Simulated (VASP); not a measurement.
A run of VASP 6.6.1 is set up as follows.

Contents of INCAR:

```
ALGO = Normal
EDIFF = 1E-8
ENCUT = 520
GGA = PS
ISIF = 2
ISMEAR = -1
LASPH = True
LCHARG = False
LEFG = True
LREAL = False
LWAVE = False
NBANDS = 28
NELM = 80
PREC = Accurate
SIGMA = 0.01
```

The input KPOINTS:

```
k-points
0
Gamma
  7 7 3
```

POSCAR

```
PbS
1.0
    2.9981715043     -2.9568771850      0.0000000000
    2.9981715043      2.9568771850      0.0000000000
   -1.1012328289      0.0000000000     11.9389422255
Pb S
2 2
Direct
    0.7756000000      0.7756000000      0.6363800000
    0.2244000000      0.2244000000      0.3636200000
    0.2684000000      0.2684000000      0.5986000000
    0.7316000000      0.7316000000      0.4014000000
```

Potentials or basis: VASP PAW PBE potentials, release 64 (Pb_d, S).

Command:

```bash
$ cat potpaw_PBE.64/Pb_d/POTCAR potpaw_PBE.64/S/POTCAR > POTCAR
$ mpirun -np 1 vasp_std > vasp.out
```

Question: Estimate the band gap on the k mesh.

Answer: 1.36 eV.

Question: What does it give for the largest force?

Answer: 1.025 eV/Å.

Electric field gradients, principal values (V/Å²):
| atom | least | middle | greatest (by size) |
| --- | --- | --- | --- |
| 1 Pb | 32.649 | 86.942 | -119.591 |
| 2 Pb | 32.649 | 86.942 | -119.591 |
| 3 S | -0.435 | -0.565 | 1.000 |
| 4 S | -0.435 | -0.565 | 1.000 |

Caveat: without QUAD_EFG the Cq values of the log hold for a quadrupole moment of 1 mb, not for the nuclei; the PAW data sets were made with another functional, which shifts forces and pressure a little; spin-orbit coupling is left out, which moves the levels of the heavy elements.
